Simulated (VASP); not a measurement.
Set up this calculation in VASP 6.6.1, as the native input.

- Task: single point
- Functional: PBE
- Potentials or basis: VASP PAW PBE potentials, release 64 (Sb, S)
- Cutoff: 520 eV
- k mesh: 18 × 18 × 6
- Occupations: gaussian, width 0.1 eV
- Spin: no spin polarisation
- Dipole correction: no
- Further INCAR settings: ALGO = Normal; EDIFF = 1e-07; NBANDS = 15

The structure of Sb2S lies in POSCAR:

```
Sb2S
1.0
    3.3231695852      0.0000000000      0.0000000000
   -1.6615847926      2.8779492819      0.0000000000
    0.0000000000      0.0000000000      8.2709732282
Sb S
2 1
Direct
    0.0000000000      0.0000000000      0.1953351045
    0.0000000000      0.0000000000      0.8046648955
    0.0000000000      0.0000000000      0.5000000000
```

The cell was generated, and may not be a known phase.

These files were run (other wordings do the same):

INCAR

```
PREC = Accurate
ENCUT = 520
EDIFF = 1E-7
ISMEAR = 0
SIGMA = 0.1
LREAL = F
LASPH = T
NELM = 100
ALGO = Normal
ISIF = 2
LWAVE = F
LCHARG = F
GGA = PE
NBANDS = 15
```

KPOINTS

```
Automatic mesh
0
Gamma
  18 18 6
```

Potentials or basis: VASP PAW PBE potentials, release 64 (Sb, S).

Command:

```console
$ cat potpaw_PBE.64/Sb/POTCAR potpaw_PBE.64/S/POTCAR > POTCAR
$ mpirun -np 1 vasp_std > vasp.out
```

Results of the run:

* Pressure: -0.1 GPa
* Band gap on the k mesh: zero (bands 8 and 9 overlap by 6.52 eV)

Caveat: spin-orbit coupling is left out, which moves the levels of the heavy elements.

Wall time 6.3 min on 1 thread of AMD EPYC 7R13, on a shared host, peak memory 0.29 GiB.
